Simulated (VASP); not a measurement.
# SnSe2 (P4/mmm) in VASP: relaxation of cell and atoms with PBE

Aim: the relaxation of cell and atoms of SnSe2 with PBE.

Everything below comes from runs of VASP 6.6.1. Logs are shortened: lines on timing, memory, paths and dates and some standing lists are left out, and cuts for length are marked.

## (1) The cell of the first run

Symmetry: P4/mmm, No. 123, tetragonal system. The conventional cell has a = 5.267 Å, b = 5.267 Å, c = 6.048 Å, α = 90.00°, β = 90.00°, γ = 90.00°. Sn (site symmetry 4/mmm) has 4 Se at 2.63 Å within 3.5 Å. Se (site symmetry mmm) has 2 Sn at 2.63 Å within 3.5 Å.

The cell was generated, and may not be a known phase.

## (2) Relaxation of cell and atoms, PBE

File INCAR:

```
  PREC = Accurate
  ENCUT = 600
  EDIFF = 1E-7
  ISMEAR = 0
  SIGMA = 0.1
  LREAL = F
  LASPH = T
  NELM = 80
  ALGO = Normal
  ISIF = 3
  LWAVE = F
  LCHARG = F
  GGA = PE
  IBRION = 2
  NSW = 100
  EDIFFG = -0.01
```

File KPOINTS:

```
Automatic mesh
0
Gamma
  10 10 8
```

File POSCAR:

```
SnSe2
1.0
    5.2671946761      0.0000000000      0.0000000000
    0.0000000000      5.2671946761      0.0000000000
    0.0000000000      0.0000000000      6.0481081502
Sn Se
1 2
Direct
    0.0000000000      0.0000000000      0.5000000000
    0.5000000000      0.0000000000      0.5000000000
    0.0000000000      0.5000000000      0.5000000000
```

Potentials or basis: VASP PAW PBE potentials, release 64 (Sn_d, Se).

Started as:

```bash
$ cat potpaw_PBE.64/Sn_d/POTCAR potpaw_PBE.64/Se/POTCAR > POTCAR
$ mpirun -np 1 vasp_std > vasp.out
```

OUTCAR:

```text
PREC = Accurate
   ENCUT = 600
   EDIFF = 1E-7
   ISMEAR = 0
   LREAL = F
   LASPH = T
   NELM = 80
   ISIF = 3
   GGA = PE
   IBRION = 2
   NSW = 100
   EDIFFG = -0.01

 ion  position               nearest neighbor table
   1  0.000  0.000  0.500-   2 2.63   3 2.63   3 2.63   2 2.63
   2  0.500  0.000  0.500-   1 2.63   1 2.63
   3  0.000  0.500  0.500-   1 2.63   1 2.63

  LATTYP: Found a simple tetragonal cell.
 ALAT       =     5.2671946761
 C/A-ratio  =     1.1482598465

  Lattice vectors:

 A1 = (   5.2671946761,   0.0000000000,   0.0000000000)
 A2 = (   0.0000000000,   5.2671946761,   0.0000000000)
 A3 = (   0.0000000000,   0.0000000000,   6.0481081502)

Analysis of symmetry for initial positions (statically):
=====================================================================
 Subroutine PRICEL returns:
 Original cell was already a primitive cell.

 Routine SETGRP: Setting up the symmetry group for a
 simple tetragonal supercell.

 Subroutine GETGRP returns: Found 16 space group operations
 (whereof 16 operations were pure point group operations)
 out of a pool of 16 trial point group operations.

The static configuration has the point symmetry D_4h.

Analysis of symmetry for dynamics (positions and initial velocities):
=====================================================================
 Subroutine PRICEL returns:
 Original cell was already a primitive cell.

 Routine SETGRP: Setting up the symmetry group for a
 simple tetragonal supercell.

 Subroutine GETGRP returns: Found 16 space group operations
 (whereof 16 operations were pure point group operations)
 out of a pool of 16 trial point group operations.

The dynamic configuration has the point symmetry D_4h.

 Subroutine INISYM returns: Found 16 space group operations
 (whereof 16 operations are pure point group operations),
 and found     1 'primitive' translations

----------------------------------------------------------------------------------------

                                     Primitive cell

  volume of cell :     167.7947

  direct lattice vectors                    reciprocal lattice vectors
     5.267194676  0.000000000  0.000000000     0.189854384  0.000000000  0.000000000
     0.000000000  5.267194676  0.000000000     0.000000000  0.189854384  0.000000000
     0.000000000  0.000000000  6.048108150     0.000000000  0.000000000  0.165340959

  length of vectors
     5.267194676  5.267194676  6.048108150     0.189854384  0.189854384  0.165340959

  position of ions in fractional coordinates (direct lattice)
     0.000000000  0.000000000  0.500000000
     0.500000000  0.000000000  0.500000000
     0.000000000  0.500000000  0.500000000

  ion indices of the primitive-cell ions
   primitive index   ion index
                 1           1
                 2           2
                 3           3

----------------------------------------------------------------------------------------

 KPOINTS: Automatic mesh

Automatic generation of k-mesh.
 Grid dimensions read from file:
 generate k-points for:   10   10    8

 Generating k-lattice:

  Cartesian coordinates                     Fractional coordinates (reciprocal lattice)
     0.018985438  0.000000000  0.000000000     0.100000000  0.000000000  0.000000000
     0.000000000  0.018985438  0.000000000     0.000000000  0.100000000  0.000000000
     0.000000000  0.000000000  0.020667620     0.000000000  0.000000000  0.125000000

  Length of vectors
     0.018985438  0.018985438  0.020667620

  Shift w.r.t. Gamma in fractional coordinates (k-lattice)
     0.000000000  0.000000000  0.000000000

 Subroutine IBZKPT returns following result:
 ===========================================

 Found    105 irreducible k-points:

 Following reciprocal coordinates:
            Coordinates               Weight
  0.000000  0.000000  0.000000      1.000000
  0.100000  0.000000  0.000000      4.000000
  0.200000  0.000000  0.000000      4.000000
  0.300000  0.000000  0.000000      4.000000
  0.400000  0.000000  0.000000      4.000000
  0.500000  0.000000  0.000000      2.000000
[... 16 lines left out ...]
  0.100000  0.000000  0.125000      8.000000
  0.200000  0.000000  0.125000      8.000000
 [... further k-points ...]
   k-points           NKPTS =    105   k-points in BZ     NKDIM =    105   number of bands    NBANDS=     17
   number of dos      NEDOS =    301   number of ions     NIONS =      3
   total plane-waves  NPLWV =  84672
   dimension x,y,z NGX =    42 NGY =   42 NGZ =   48
   dimension x,y,z NGXF=    84 NGYF=   84 NGZF=   96
   ions per type =               1   2
   NGX,Y,Z   is equivalent  to a cutoff of  13.26, 13.26, 13.19 a.u.
   NGXF,Y,Z  is equivalent  to a cutoff of  26.51, 26.51, 26.39 a.u.
 SYSTEM =  unknown system
   PREC   = accura    normal or accurate (medium, high low for compatibility)
   ISTART =      0    job   : 0-new  1-cont  2-samecut
   ICHARG =      2    charge: 1-file 2-atom 10-const
   ISPIN  =      1    spin polarized calculation?
   LNONCOLLINEAR =      F non collinear calculations
   LSORBIT =      F    spin-orbit coupling
   LASPH  =      T    aspherical Exc in radial PAW
   ENCUT  =  600.0 eV  44.10 Ry    6.64 a.u.  10.52 10.52 12.08*2*pi/ulx,y,z
   NELM   =     80;   NELMIN=  2; NELMDL= -5     # of ELM steps
   EDIFF  = 0.1E-06   stopping-criterion for ELM
   LREAL  =      F    real-space projection
   EDIFFG = -.1E-01   stopping-criterion for IOM
   NSW    =    100    number of steps for IOM
   IBRION =      2    ionic relax: 0-MD 1-quasi-New 2-CG
   NFREE  =      1    steps in history (QN), initial steepest desc. (CG)
   ISIF   =      3    stress and relaxation
   ISYM   =      2    0-nonsym 1-usesym 2-fastsym
   POTIM  = 0.5000    time-step for ionic-motion
   TEBEG  =    0.0;   TEEND  =   0.0 temperature during run
   PSTRESS=    0.0 pullay stress
   NELECT =      26.0000    total number of electrons
   NUPDOWN=      -1.0000    fix difference up-down
   EMIN   =  10.00;   EMAX   =-10.00  energy-range for DOS
   EFERMI =   0.00;   METHOD = LEGACY
   ISMEAR =     0;   SIGMA  =   0.10  broadening in eV -4-tet -1-fermi 0-gaus
   EFERMI_NEDOS =   21; number of points for ismear=-14 and -15
   IALGO  =     38    algorithm
   IMIX   =      4    mixing-type and parameters
     AMIX     =   0.40;   BMIX     =  1.00
     AMIX_MAG =   1.60;   BMIX_MAG =  1.00
  volume/ion in A,a.u.               =      55.93       377.44
  Fermi-wavevector in a.u.,A,eV,Ry     =   0.879306  1.661647 10.519730  0.773178
  Thomas-Fermi vector in A             =   1.999511
   LORBIT       =      0    0 simple, 1 ext, 2 COOP (PROOUT), +10 PAW based schemes
   GGA     = PE    functional components
   LHFCALC =     F    Hartree Fock is set to
   AEXX    =    0.0000 exact exchange contribution
   IVDW    =     0    specifies the selected vdW correction
   LEPSILON=     F    determine dielectric tensor
   LRPA    =     F    only Hartree local field effects (RPA)
 conjugate gradient relaxation of ions
 non-spin polarized calculation
 Gauss-broadening in eV      SIGMA  =   0.10
  energy-cutoff  :      600.00
  volume of cell :      167.79
 maximum number of plane-waves:      5640
   NGX = 21   NGY = 21   NGZ = 25

 number of electron      26.0000003 magnetization

 Free energy of the ion-electron system (eV)
  ---------------------------------------------------
  ext. energy  EPLUGINS =         0.00000000
  ---------------------------------------------------
  free energy    TOTEN  =        -9.79669191 eV

  energy without entropy =       -9.78629620  energy(sigma->0) =       -9.79149405

 E-fermi :  -1.0634     XC(G=0):  -5.8582

 val. band max:       -1.1762051998   @ k =   0.2000   0.1000   0.5000
 cond. band min:      -1.0462181336   @ k =   0.2000   0.2000   0.0000
 fundamental gap:      0.1299870662
 Fermi energy:        -1.0633693363

 k-point     1 :       0.0000    0.0000    0.0000
  band No.  band energies     occupation
      1     -22.8049      2.00000
      2     -22.7246      2.00000
      3     -22.7163      2.00000
      4     -22.7163      2.00000
      5     -22.6014      2.00000
      6     -13.8450      2.00000
[... 9 lines left out ...]
     16       2.8017      0.00000
     17       5.5964      0.00000

 k-point     2 :       0.1000    0.0000    0.0000
  band No.  band energies     occupation
      1     -22.8046      2.00000
      2     -22.7237      2.00000
      3     -22.7164      2.00000
      4     -22.7163      2.00000
      5     -22.6015      2.00000
      6     -13.8151      2.00000
[... 9 lines left out ...]
     16       2.8645      0.00000
     17       5.7211      0.00000

 k-point     3 :       0.2000    0.0000    0.0000
  band No.  band energies     occupation
      1     -22.8038      2.00000
      2     -22.7213      2.00000
      3     -22.7166      2.00000
      4     -22.7162      2.00000
      5     -22.6018      2.00000
      6     -13.7265      2.00000
[... 9 lines left out ...]
     16       3.0452      0.00000
     17       5.8190      0.00000

 k-point     4 :       0.3000    0.0000    0.0000
  band No.  band energies     occupation
      1     -22.8028      2.00000
      2     -22.7184      2.00000
      3     -22.7169      2.00000
      4     -22.7162      2.00000
      5     -22.6021      2.00000
      6     -13.5839      2.00000
[... 9 lines left out ...]
     16       3.3245      0.00000
     17       4.7505      0.00000

 k-point     5 :       0.4000    0.0000    0.0000
  band No.  band energies     occupation
      1     -22.8021      2.00000
      2     -22.7172      2.00000
      3     -22.7162      2.00000
      4     -22.7159      2.00000
      5     -22.6024      2.00000
      6     -13.3992      2.00000
[... 9 lines left out ...]
     16       3.3024      0.00000
     17       3.7694      0.00000

 k-point     6 :       0.5000    0.0000    0.0000
  band No.  band energies     occupation
      1     -22.8019      2.00000
      2     -22.7173      2.00000
      3     -22.7162      2.00000
      4     -22.7149      2.00000
      5     -22.6025      2.00000
      6     -13.2482      2.00000
[... 9 lines left out ...]
     16       2.5449      0.00000
     17       4.0437      0.00000

 k-point     7 :       0.1000    0.1000    0.0000
  band No.  band energies     occupation
      1     -22.8043      2.00000
      2     -22.7228      2.00000
      3     -22.7164      2.00000
      4     -22.7163      2.00000
      5     -22.6016      2.00000
      6     -13.7857      2.00000
[... 9 lines left out ...]
     16       2.9251      0.00000
     17       5.6429      0.00000

 k-point     8 :       0.2000    0.1000    0.0000
  band No.  band energies     occupation
      1     -22.8034      2.00000
      2     -22.7205      2.00000
      3     -22.7166      2.00000
      4     -22.7163      2.00000
      5     -22.6019      2.00000
      6     -13.6989      2.00000
[... 9 lines left out ...]
     16       3.1022      0.00000
     17       5.6359      0.00000
[... 203 lines left out ...]
      1     -22.7988      2.00000
      2     -22.7172      2.00000
      3     -22.7172      2.00000
      4     -22.7076      2.00000
      5     -22.6034      2.00000
      6     -13.1409      2.00000
[... 9 lines left out ...]
     16       2.5422      0.00000
     17       3.3065      0.00000

 k-point    20 :       0.5000    0.4000    0.0000
  band No.  band energies     occupation
      1     -22.7985      2.00000
      2     -22.7173      2.00000
      3     -22.7172      2.00000
      4     -22.7067      2.00000
      5     -22.6035      2.00000
      6     -13.0600      2.00000
[... 9 lines left out ...]
     16       1.8445      0.00000
     17       3.0275      0.00000

 k-point    21 :       0.5000    0.5000    0.0000
  band No.  band energies     occupation
      1     -22.7982      2.00000
      2     -22.7173      2.00000
      3     -22.7173      2.00000
      4     -22.7058      2.00000
      5     -22.6036      2.00000
      6     -13.0367      2.00000
[... 9 lines left out ...]
     16       1.7293      0.00000
     17       1.9911      0.00000

 k-point    22 :       0.0000    0.0000    0.1250
  band No.  band energies     occupation
      1     -22.8049      2.00000
      2     -22.7246      2.00000
      3     -22.7163      2.00000
      4     -22.7163      2.00000
      5     -22.6014      2.00000
      6     -13.8445      2.00000
[... 9 lines left out ...]
     16       2.9975      0.00000
     17       5.5955      0.00000

 k-point    23 :       0.1000    0.0000    0.1250
  band No.  band energies     occupation
      1     -22.8046      2.00000
      2     -22.7237      2.00000
      3     -22.7164      2.00000
      4     -22.7163      2.00000
      5     -22.6015      2.00000
      6     -13.8146      2.00000
[... 9 lines left out ...]
     16       3.0532      0.00000
     17       5.7209      0.00000

 k-point    24 :       0.2000    0.0000    0.1250
  band No.  band energies     occupation
      1     -22.8038      2.00000
      2     -22.7213      2.00000
      3     -22.7166      2.00000
      4     -22.7162      2.00000
      5     -22.6018      2.00000
      6     -13.7261      2.00000
[... 9 lines left out ...]
     16       3.2251      0.00000
     17       5.8775      0.00000

 [... further k-points ...]
[... 5 lines left out ...]
  --------------------------------------------------------------------------------------
  -------------------------------------------------------------------------------------
  Total        0.0143794      0.0143794      0.0276541      0.0000000      0.0000000      0.0000000
  in kB        0.1373004      0.1373004      0.2640534      0.0000000      0.0000000      0.0000000
  external PRESSURE =       0.1795514 kB  Pullay stress =       0.0000000 kB

 VOLUME and BASIS-vectors are now :
 -----------------------------------------------------------------------------
  energy-cutoff  :      600.00
  volume of cell :      167.79
      direct lattice vectors                 reciprocal lattice vectors
     5.267194676  0.000000000  0.000000000     0.189854384  0.000000000  0.000000000
     0.000000000  5.267194676  0.000000000     0.000000000  0.189854384  0.000000000
     0.000000000  0.000000000  6.048108150     0.000000000  0.000000000  0.165340959

 POSITION                                       TOTAL-FORCE (eV/Angst)
 -----------------------------------------------------------------------------------
      0.00000      0.00000      3.02405         0.000000      0.000000      0.000000
      2.63360      0.00000      3.02405         0.000000      0.000000      0.000000
      0.00000      2.63360      3.02405         0.000000      0.000000      0.000000
 -----------------------------------------------------------------------------------
    total drift:                                0.000000     -0.000000      0.000000

  FREE ENERGIE OF THE ION-ELECTRON SYSTEM (eV)
  ---------------------------------------------------
  free  energy   TOTEN  =        -9.7966919096 eV

  energy  without entropy=       -9.7862961969  energy(sigma->0) =       -9.79149405

 reached required accuracy - stopping structural energy minimisation
```

It took 8.4 min on 1 thread of AMD EPYC, shared host; peak memory 0.52 GiB.

What came out:

| Item | Value |
| --- | --- |
| Free energy | -9.7967 eV |
| Pressure after relaxing | 0.0 GPa |
| Band gap on the k mesh | zero (bands 13 and 14 overlap by 1.02 eV) |

Final structure:
```cif
data_structure
_symmetry_space_group_name_H-M 'P 1'
_symmetry_Int_Tables_number 1
_cell_length_a 5.2672
_cell_length_b 5.2672
_cell_length_c 6.0481
_cell_angle_alpha 90.000
_cell_angle_beta 90.000
_cell_angle_gamma 90.000
_cell_volume 167.79
loop_
_atom_site_label
_atom_site_type_symbol
_atom_site_fract_x
_atom_site_fract_y
_atom_site_fract_z
_atom_site_occupancy
Sn1 Sn 0.00000 0.00000 0.50000 1
Se1 Se 0.50000 0.00000 0.50000 1
Se2 Se 0.00000 0.50000 0.50000 1
```

Caveat: spin-orbit coupling is left out, which moves the levels of the heavy elements.

The gap in the log of VASP goes by the Fermi energy; the results here count the filled bands.